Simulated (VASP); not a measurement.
The system is Si2Ge.

```
CELL_PARAMETERS angstrom
3.89692 0.00000 0.00000
-1.94846 3.37484 0.00000
0.00000 0.00000 9.54211
ATOMIC_POSITIONS crystal
Si 0.00000 0.00000 0.87707
Si 0.66667 0.33333 0.53980
Si 0.33333 0.66667 0.46020
Si 0.00000 0.00000 0.12293
Ge 0.33333 0.66667 0.20802
Ge 0.66667 0.33333 0.79198
```

Base run:

```yaml
Program: VASP 6.6.1
Functional: PBE
Potentials_or_basis: VASP PAW PBE potentials, release 64 (Si, Ge_d)
Cutoff: 520 eV
k_mesh: 12 × 12 × 4
Occupations: fermi-dirac, width 0.02 eV
Spin: no spin polarisation
```

Its results: band gap on the k mesh 0.57 eV, indirect (least direct gap 1.20 eV); pressure 1.9 GPa; largest force 0.068 eV/Å.

Q: The run is repeated on the same cell with these changes: functional from PBE to r2SCAN; occupations from fermi-dirac, width 0.02 eV to gaussian, width 0.01 eV. What comes out?

A: Band gap on the k mesh 0.77 eV, indirect (least direct gap 1.52 eV); pressure -0.1 GPa; largest force 0.018 eV/Å.

Caveats: the PAW data sets were made with another functional, which shifts forces and pressure a little (some runs).

A k mesh can miss the band edges.
